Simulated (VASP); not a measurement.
# Nb (I4/mmm) in VASP: notebook

Runs on Nb. Level: PBEsol. Tasks: single point.

Program: VASP 6.6.1. These are calculated values, not measurements. Logs are shortened: lines on timing, memory, paths and dates and some standing lists are left out, and cuts for length are marked.

## Step 1: The cell of the first run

The structure is tetragonal, space group I4/mmm (No. 139). Conventional cell: a = 3.736 Å, b = 3.736 Å, c = 2.641 Å, α = 90.00°, β = 90.00°, γ = 90.00°. Nb (site symmetry 4/mmm) has 10 Nb at 2.64 to 2.95 Å within 3.5 Å.

## Step 2: Single point, PBEsol

Contents of INCAR:

```
SYSTEM = Nb
PREC = Accurate
ENCUT = 520
EDIFF = 1E-6
ISMEAR = 0
SIGMA = 0.15
LREAL = .False.
LASPH = .True.
NELM = 100
ALGO = Fast
ISIF = 2
LWAVE = .False.
LCHARG = .True.
GGA = PS
LELF = .True.
LVHAR = .True.
NBANDS = 12
```

Contents of KPOINTS:

```
regular mesh
0
Gamma
  22 22 22
  0 0 0
```

Contents of POSCAR:

```
Nb
1.0
   -1.8678147505      1.8678147505      1.3205450286
    1.8678147505     -1.8678147505      1.3205450286
    1.8678147505      1.8678147505     -1.3205450286
Nb
1
Direct
    0.0000000000      0.0000000000      0.0000000000
```

Potentials or basis: VASP PAW PBE potentials, release 64 (Nb_sv).

Run with:

```bash
> cat potpaw_PBE.64/Nb_sv/POTCAR > POTCAR
> mpirun -np 1 vasp_std > vasp.out
```

OUTCAR:

```text
SYSTEM = Nb
   PREC = Accurate
   ENCUT = 520
   EDIFF = 1E-6
   ISMEAR = 0
   LREAL = .False.
   LASPH = .True.
   NELM = 100
   ISIF = 2
   GGA = PS

 ion  position               nearest neighbor table
   1  0.000  0.000  0.000-

  LATTYP: Found a body centered tetragonal cell.
 ALAT       =     3.7356295010
 C/A-ratio  =     0.7070000000

  Lattice vectors:

 A1 = (  -1.8678147505,   1.8678147505,   1.3205450286)
 A2 = (   1.8678147505,  -1.8678147505,   1.3205450286)
 A3 = (   1.8678147505,   1.8678147505,  -1.3205450286)

Analysis of symmetry for initial positions (statically):
=====================================================================
 Subroutine PRICEL returns:
 Original cell was already a primitive cell.

 Routine SETGRP: Setting up the symmetry group for a
 body centered tetragonal supercell.

 Subroutine GETGRP returns: Found 16 space group operations
 (whereof 16 operations were pure point group operations)
 out of a pool of 16 trial point group operations.

The static configuration has the point symmetry D_4h.

Analysis of symmetry for dynamics (positions and initial velocities):
=====================================================================
 Subroutine PRICEL returns:
 Original cell was already a primitive cell.

 Routine SETGRP: Setting up the symmetry group for a
 body centered tetragonal supercell.

 Subroutine GETGRP returns: Found 16 space group operations
 (whereof 16 operations were pure point group operations)
 out of a pool of 16 trial point group operations.

The dynamic configuration has the point symmetry D_4h.

 Subroutine INISYM returns: Found 16 space group operations
 (whereof 16 operations are pure point group operations),
 and found     1 'primitive' translations

----------------------------------------------------------------------------------------

                                     Primitive cell

  volume of cell :      18.4281

  direct lattice vectors                    reciprocal lattice vectors
    -1.867814751  1.867814751  1.320545029     0.000000000  0.267692500  0.378631542
     1.867814751 -1.867814751  1.320545029     0.267692500  0.000000000  0.378631542
     1.867814751  1.867814751 -1.320545029     0.267692500  0.267692500  0.000000000

  length of vectors
     2.953185239  2.953185239  2.953185239     0.463703697  0.463703697  0.378574364

  position of ions in fractional coordinates (direct lattice)
     0.000000000  0.000000000  0.000000000

  ion indices of the primitive-cell ions
   primitive index   ion index
                 1           1

----------------------------------------------------------------------------------------

 KPOINTS: regular mesh

Automatic generation of k-mesh.
 Grid dimensions read from file:
 generate k-points for:   22   22   22

 Generating k-lattice:

  Cartesian coordinates                     Fractional coordinates (reciprocal lattice)
     0.000000000  0.012167841  0.017210525     0.045454545  0.000000000 -0.000000000
     0.012167841  0.000000000  0.017210525     0.000000000  0.045454545 -0.000000000
     0.012167841  0.012167841  0.000000000     0.000000000  0.000000000  0.045454545

  Length of vectors
     0.021077441  0.021077441  0.017207926

  Shift w.r.t. Gamma in fractional coordinates (k-lattice)
     0.000000000  0.000000000  0.000000000

 Subroutine IBZKPT returns following result:
 ===========================================

 Found    834 irreducible k-points:

 Following reciprocal coordinates:
            Coordinates               Weight
  0.000000  0.000000  0.000000      1.000000
  0.045455 -0.000000  0.000000      8.000000
  0.090909 -0.000000  0.000000      8.000000
  0.136364  0.000000 -0.000000      8.000000
  0.181818  0.000000 -0.000000      8.000000
  0.227273  0.000000 -0.000000      8.000000
[... 16 lines left out ...]
  0.500000  0.045455  0.000000     16.000000
 -0.454545  0.045455  0.000000     16.000000
 [... further k-points ...]
   k-points           NKPTS =    834   k-points in BZ     NKDIM =    834   number of bands    NBANDS=     12
   number of dos      NEDOS =    301   number of ions     NIONS =      1
   total plane-waves  NPLWV =  13824
   dimension x,y,z NGX =    24 NGY =   24 NGZ =   24
   dimension x,y,z NGXF=    48 NGYF=   48 NGZF=   48
   ions per type =               1
   NGX,Y,Z   is equivalent  to a cutoff of  13.51, 13.51, 13.51 a.u.
   NGXF,Y,Z  is equivalent  to a cutoff of  27.02, 27.02, 27.02 a.u.
 SYSTEM =  Nb
   PREC   = accura    normal or accurate (medium, high low for compatibility)
   ISTART =      0    job   : 0-new  1-cont  2-samecut
   ICHARG =      2    charge: 1-file 2-atom 10-const
   ISPIN  =      1    spin polarized calculation?
   LNONCOLLINEAR =      F non collinear calculations
   LSORBIT =      F    spin-orbit coupling
   LASPH  =      T    aspherical Exc in radial PAW
   ENCUT  =  520.0 eV  38.22 Ry    6.18 a.u.   5.49  5.49  5.49*2*pi/ulx,y,z
   NELM   =    100;   NELMIN=  2; NELMDL= -5     # of ELM steps
   EDIFF  = 0.1E-05   stopping-criterion for ELM
   LREAL  =      F    real-space projection
   EDIFFG = 0.1E-04   stopping-criterion for IOM
   NSW    =      0    number of steps for IOM
   IBRION =     -1    ionic relax: 0-MD 1-quasi-New 2-CG
   NFREE  =      0    steps in history (QN), initial steepest desc. (CG)
   ISIF   =      2    stress and relaxation
   ISYM   =      2    0-nonsym 1-usesym 2-fastsym
   POTIM  = 0.5000    time-step for ionic-motion
   TEBEG  =    0.0;   TEEND  =   0.0 temperature during run
   PSTRESS=    0.0 pullay stress
   NELECT =      13.0000    total number of electrons
   NUPDOWN=      -1.0000    fix difference up-down
   EMIN   =  10.00;   EMAX   =-10.00  energy-range for DOS
   EFERMI =   0.00;   METHOD = LEGACY
   ISMEAR =     0;   SIGMA  =   0.15  broadening in eV -4-tet -1-fermi 0-gaus
   EFERMI_NEDOS =   21; number of points for ismear=-14 and -15
   IALGO  =     68    algorithm
   IMIX   =      4    mixing-type and parameters
     AMIX     =   0.40;   BMIX     =  1.00
     AMIX_MAG =   1.60;   BMIX_MAG =  1.00
  volume/ion in A,a.u.               =      18.43       124.36
  Fermi-wavevector in a.u.,A,eV,Ry     =   1.457345  2.753983 28.896790  2.123854
  Thomas-Fermi vector in A             =   2.574157
   LORBIT       =      0    0 simple, 1 ext, 2 COOP (PROOUT), +10 PAW based schemes
   GGA     = PS    functional components
   LHFCALC =     F    Hartree Fock is set to
   AEXX    =    0.0000 exact exchange contribution
   IVDW    =     0    specifies the selected vdW correction
   LEPSILON=     F    determine dielectric tensor
   LRPA    =     F    only Hartree local field effects (RPA)
 non-spin polarized calculation
 RMM-DIIS sequential band-by-band and
 Gauss-broadening in eV      SIGMA  =   0.15
  energy-cutoff  :      520.00
  volume of cell :       18.43
 maximum number of plane-waves:       513
 NGX is ok and might be reduce to    24
   NGX = 11   NGY = 11   NGZ = 11

 number of electron      13.0000000 magnetization

 Free energy of the ion-electron system (eV)
  ---------------------------------------------------
  ext. energy  EPLUGINS =         0.00000000
  ---------------------------------------------------
  free energy    TOTEN  =       -10.64327763 eV

  energy without entropy =      -10.62998462  energy(sigma->0) =      -10.63663112

 E-fermi :  11.0354     XC(G=0): -12.4560

 val. band max:       11.0350472303   @ k =  -0.1818  -0.2727   0.0455
 cond. band min:      11.0372306673   @ k =  -0.2727   0.4545   0.2273
 fundamental gap:      0.0021834370
 Fermi energy:        11.0354215519

 k-point     1 :       0.0000    0.0000    0.0000
  band No.  band energies     occupation
      1     -43.5557      2.00000
      2     -19.0403      2.00000
      3     -19.0403      2.00000
      4     -18.3735      2.00000
      5       4.8845      2.00000
      6       9.0471      2.00000
      7      10.4830      2.00000
      8      13.6836      0.00000
      9      13.6836      0.00000
     10      15.3343      0.00000
     11      23.7651      0.00000
     12      23.7651      0.00000

 k-point     2 :       0.0455   -0.0000    0.0000
  band No.  band energies     occupation
      1     -43.5479      2.00000
      2     -19.0472      2.00000
      3     -19.0454      2.00000
      4     -18.4162      2.00000
      5       4.9851      2.00000
      6       9.0937      2.00000
      7      10.5667      1.99999
      8      13.5564      0.00000
      9      13.5643      0.00000
     10      15.2692      0.00000
     11      24.0029      0.00000
     12      24.0051      0.00000

 k-point     3 :       0.0909   -0.0000    0.0000
  band No.  band energies     occupation
      1     -43.5251      2.00000
      2     -19.0694      2.00000
      3     -19.0603      2.00000
      4     -18.5378      2.00000
      5       5.2767      2.00000
      6       9.2208      2.00000
      7      10.8058      1.96959
      8      13.2220      0.00000
      9      13.2609      0.00000
     10      15.1023      0.00000
     11      24.6276      0.00000
     12      24.6774      0.00000
[... 286 lines left out ...]
 k-point    23 :       0.5000    0.0455    0.0000
  band No.  band energies     occupation
      1     -43.1619      2.00000
      2     -20.4239      2.00000
      3     -19.2911      2.00000
      4     -19.1846      2.00000
      5       7.1382      2.00000
      6       8.2749      2.00000
      7      13.3671      0.00000
      8      14.1419      0.00000
      9      16.1113      0.00000
     10      16.9068      0.00000
     11      22.5432      0.00000
     12      24.3547      0.00000

 k-point    24 :      -0.4545    0.0455    0.0000
  band No.  band energies     occupation
      1     -43.1832      2.00000
      2     -20.3252      2.00000
      3     -19.2882      2.00000
      4     -19.1741      2.00000
      5       7.2191      2.00000
      6       8.4004      2.00000
      7      13.4223      0.00000
      8      13.6620      0.00000
      9      15.7050      0.00000
     10      16.4737      0.00000
     11      22.2538      0.00000
     12      24.9286      0.00000

 [... further k-points ...]

------------------------ aborting loop because EDIFF is reached ----------------------------------------

  FORCE on cell =-STRESS in cart. coord.  units (eV):
  Direction    XX          YY          ZZ          XY          YZ          ZX
  --------------------------------------------------------------------------------------
  -------------------------------------------------------------------------------------
  Total       -0.6151542     -0.6151542      0.2359773      0.0000000     -0.0000000      0.0000000
  in kB      -53.4827544    -53.4827544     20.5163475      0.0000000     -0.0000000      0.0000000
  external PRESSURE =     -28.8163871 kB  Pullay stress =       0.0000000 kB

 VOLUME and BASIS-vectors are now :
 -----------------------------------------------------------------------------
  energy-cutoff  :      520.00
  volume of cell :       18.43
      direct lattice vectors                 reciprocal lattice vectors
    -1.867814751  1.867814751  1.320545029     0.000000000  0.267692500  0.378631542
     1.867814751 -1.867814751  1.320545029     0.267692500  0.000000000  0.378631542
     1.867814751  1.867814751 -1.320545029     0.267692500  0.267692500  0.000000000

 POSITION                                       TOTAL-FORCE (eV/Angst)
 -----------------------------------------------------------------------------------
      0.00000      0.00000      0.00000        -0.000000      0.000000     -0.000000
 -----------------------------------------------------------------------------------
    total drift:                                0.000000      0.000000      0.000000

  FREE ENERGIE OF THE ION-ELECTRON SYSTEM (eV)
  ---------------------------------------------------
  free  energy   TOTEN  =       -10.6432776322 eV

  energy  without entropy=      -10.6299846165  energy(sigma->0) =      -10.63663112
```

Run time: 90 s. Hardware: 1 thread of Intel Xeon 6975P-C (Granite Rapids), shared host; peak memory 0.29 GiB.

Results:

```yaml
Free_energy: -10.6433 eV
Pressure: -2.9 GPa
```

Caveat: the PAW data sets were made with another functional, which shifts forces and pressure a little.

## Step 3: Single point, PBEsol

Contents of INCAR:

```
SYSTEM = Nb
PREC     = Accurate       ! precision mode
ENCUT    = 520            ! plane-wave cutoff, eV
EDIFF    = 1E-7           ! SCF threshold, eV
ISMEAR   = 0              ! smearing method
SIGMA    = 0.15           ! smearing width, eV
LREAL    = .FALSE.        ! projectors in reciprocal space
LASPH    = .TRUE.         ! aspherical terms in the spheres
NELM     = 80             ! most SCF steps
ALGO     = Fast           ! electronic algorithm
ISIF     = 2              ! what is computed and relaxed
LWAVE    = .FALSE.        ! write WAVECAR
LCHARG   = .FALSE.        ! write CHGCAR
GGA      = PS             ! functional
NBANDS   = 12             ! bands
```

Contents of KPOINTS:

```
regular mesh
0
G
  22 22 22
  0 0 0
```

Contents of POSCAR:

```
Nb
1.0
   -1.7565774241      1.7565774241      1.4930908105
    1.7565774241     -1.7565774241      1.4930908105
    1.7565774241      1.7565774241     -1.4930908105
Nb
1
Direct
    0.0000000000      0.0000000000      0.0000000000
```

Potentials or basis: VASP PAW PBE potentials, release 64 (Nb_sv).

Run with:

```bash
> cat potpaw_PBE.64/Nb_sv/POTCAR > POTCAR
> mpirun -np 1 vasp_std > vasp.out
```

Wall time 1.9 min (1 thread of Intel Xeon 6975P-C (Granite Rapids), shared host); peak memory 0.3 GiB.

It converged, with:

```
Free energy : -10.8413 eV
Pressure    : -6.5 GPa
```

Stress tensor (GPa, compression positive):
```
-11.70   0.00   0.00
  0.00 -11.70   0.00
  0.00   0.00   3.83
```

Levels at points of the mesh, in eV from the Fermi level:
```csv
k point,band 2,band 3,band 4,band 5,band 6,band 7,band 8,band 9,band 10,band 11
"(0.00, 0.00, 0.00)",-29.86,-29.86,-29.77,-6.08,-0.87,1.08,1.08,1.54,4.03,13.27
"(0.50, 0.00, 0.00)",-31.13,-30.27,-29.97,-3.84,-2.28,2.53,2.84,5.09,5.87,11.32
"(0.50, 0.50, 0.00)",-31.13,-30.05,-29.80,-3.72,-0.27,1.28,1.42,3.00,5.82,10.70
"(0.50, 0.50, 0.50)",-30.82,-30.82,-30.37,-3.94,-3.57,5.22,5.22,5.71,7.44,7.44
```

Caveat: the PAW data sets were made with another functional, which shifts forces and pressure a little.

## Step 4: Single point, PBEsol

Contents of INCAR:

```
SYSTEM = Nb
PREC = Accurate
ENCUT = 520
EDIFF = 1E-6
ISMEAR = 0
SIGMA = 0.15
LREAL = .False.
LASPH = .True.
NELM = 100
ALGO = Fast
ISIF = 2
LWAVE = .False.
LCHARG = .True.
GGA = PS
LELF = .True.
LVHAR = .True.
NBANDS = 12
```

Contents of KPOINTS:

```
Automatic mesh
0
Gamma
  22 22 22
  0 0 0
```

Contents of POSCAR:

```
Nb
1.0
   -1.5658369003      1.5658369003      1.8790042803
    1.5658369003     -1.5658369003      1.8790042803
    1.5658369003      1.5658369003     -1.8790042803
Nb
1
Direct
    0.0000000000      0.0000000000      0.0000000000
```

Run with:

```bash
> cat potpaw_PBE.64/Nb_sv/POTCAR > POTCAR
> mpirun -np 1 vasp_std > vasp.out
```

It took 95 s on 1 thread of Intel Xeon 6975P-C (Granite Rapids), shared host; peak memory 0.29 GiB.

It converged, with:

```
Free energy : -10.7955 eV
Pressure    : -6.3 GPa
```

Stress tensor (GPa, compression positive):
```
 -0.19   0.00   0.00
  0.00  -0.19   0.00
  0.00   0.00 -18.64
```

Levels at points of the mesh, in eV from the Fermi level:
| k point | band 2 | band 3 | band 4 | band 5 | band 6 | band 7 | band 8 | band 9 | band 10 | band 11 |
| --- | --- | --- | --- | --- | --- | --- | --- | --- | --- | --- |
| (0.00, 0.00, 0.00) | -29.82 | -29.82 | -29.82 | -6.09 | -0.07 | -0.07 | 1.62 | 1.63 | 3.71 | 12.47 |
| (0.50, 0.00, 0.00) | -31.11 | -30.12 | -29.86 | -3.74 | -0.90 | 1.39 | 1.71 | 4.31 | 5.63 | 11.08 |
| (0.50, 0.50, 0.00) | -31.04 | -30.31 | -30.01 | -3.92 | -2.83 | 2.95 | 4.52 | 4.65 | 6.16 | 11.25 |
| (0.50, 0.50, 0.50) | -30.95 | -30.50 | -30.50 | -3.95 | -3.48 | 5.01 | 5.54 | 5.54 | 6.01 | 10.16 |

Caveat: the PAW data sets were made with another functional, which shifts forces and pressure a little.

## Step 5: Single point, PBEsol

Contents of INCAR:

```
SYSTEM = Nb
  PREC = Accurate
  ENCUT = 520
  EDIFF = 1E-6
  ISMEAR = 0
  SIGMA = 0.15
  LREAL = .FALSE.
  LASPH = .TRUE.
  NELM = 60
  ALGO = Fast
  ISIF = 2
  LWAVE = .FALSE.
  LCHARG = .FALSE.
  GGA = PS
  NBANDS = 12
```

Contents of KPOINTS:

```
Automatic mesh
0
G
  22 22 22
  0 0 0
```

Contents of POSCAR:

```
Nb
1.0
   -1.8076266594      1.8076266594      1.4099487944
    1.8076266594     -1.8076266594      1.4099487944
    1.8076266594      1.8076266594     -1.4099487944
Nb
1
Direct
    0.0000000000      0.0000000000      0.0000000000
```

Run with:

```bash
> cat potpaw_PBE.64/Nb_sv/POTCAR > POTCAR
> mpirun -np 1 vasp_std > vasp.out
```

It took 94 s on 1 thread of Intel Xeon 6975P-C (Granite Rapids), shared host; peak memory 0.28 GiB.

The run converged. Its results:

```
Free energy : -10.7285 eV
Pressure    : -4.5 GPa
```

Stress tensor (GPa, compression positive):
```
-10.40   0.00   0.00
  0.00 -10.40   0.00
  0.00   0.00   7.22
```

Levels at points of the mesh, in eV from the Fermi level:
```
           k point  band 4  band 5  band 6  band 7  band 8  band 9
(0.00, 0.00, 0.00)  -29.77   -6.20   -1.51    0.47    1.63    1.63
(0.50, 0.00, 0.00)  -30.19   -3.98   -2.62    2.51    2.79    5.39
(0.50, 0.50, 0.00)  -29.96   -3.82    0.41    0.57    0.79    2.47
(0.50, 0.50, 0.50)  -30.23   -4.15   -3.63    5.17    5.17    5.72
```

Caveat: the PAW data sets were made with another functional, which shifts forces and pressure a little.

## Step 6: The runs side by side

```tsv
cell	further INCAR settings	gap on the mesh (eV)	pressure (GPa)
a = 2.953 Å, angles 101.5, 101.5, 126.9°, 1 atom	ALGO = Fast; EDIFF = 1e-06; NBANDS = 12	none	-2.9
a = 2.898 Å, angles 105.4, 105.4, 118.0°, 1 atom	ALGO = Fast; EDIFF = 1e-07; NBANDS = 12	none	-6.5
a = 2.904 Å, angles 114.7, 114.7, 99.4°, 1 atom	ALGO = Fast; EDIFF = 1e-06; NBANDS = 12	none	-6.3
a = 2.919 Å, angles 103.5, 103.5, 122.2°, 1 atom	ALGO = Fast; EDIFF = 1e-06; NBANDS = 12	none	-4.5
```

Alike in all rows: task single point; level PBEsol; potentials or basis VASP PAW PBE potentials, release 64 (Nb_sv); no spin polarisation; k mesh 22 × 22 × 22; cutoff (eV) 520; smearing gaussian 0.15 eV.

Caveats: the PAW data sets were made with another functional, which shifts forces and pressure a little.

Absolute energies hang on the potentials; compare differences alone.
